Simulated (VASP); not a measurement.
## Ba: single point with r2SCAN+D3(BJ)

The system is Ba.

```xyz
1
Lattice="-0.0539 3.2327 3.2327 3.2327 -0.0539 3.2327 3.1788 3.1788 0.0000" Properties=species:S:1:pos:R:3 pbc="T T T"
Ba    0.0000    0.0000    0.0000
```

* Program: VASP 6.6.1
* Task: single point
* Functional: r2SCAN
* Dispersion: D3(BJ)
* Potentials or basis: VASP PAW PBE potentials, release 64 (Ba_sv)
* Cutoff: 520 eV
* k mesh: 9 × 9 × 9
* Occupations: fermi-dirac, width 0.1 eV
* Spin: no spin polarisation
* Dipole correction: no
* Further INCAR settings: ALGO = Normal; EDIFF = 1e-06; NBANDS = 11

The pressure is -0.2 GPa, the band gap on the k mesh is zero (bands 5 and 6 overlap by 0.14 eV) and the dispersion energy per atom is -0.088 eV.

Stress tensor (GPa, compression positive):
```
-0.22  0.26  0.00
 0.26 -0.22  0.00
 0.00  0.00 -0.24
```

Levels at points of the mesh, in eV from the Fermi level:
| k point | band 3 | band 4 | band 5 | band 6 | band 7 | band 8 |
| --- | --- | --- | --- | --- | --- | --- |
| (0.00, 0.00, 0.00) | -14.67 | -14.66 | -2.94 | 1.80 | 1.92 | 2.06 |

It took 4.4 min on 1 thread of AMD EPYC 9R45 (Zen 5), with other jobs on the host, peak memory 0.25 GiB.

Caveat: the PAW data sets were made with another functional, which shifts forces and pressure a little; spin-orbit coupling is left out, which moves the levels of the heavy elements.
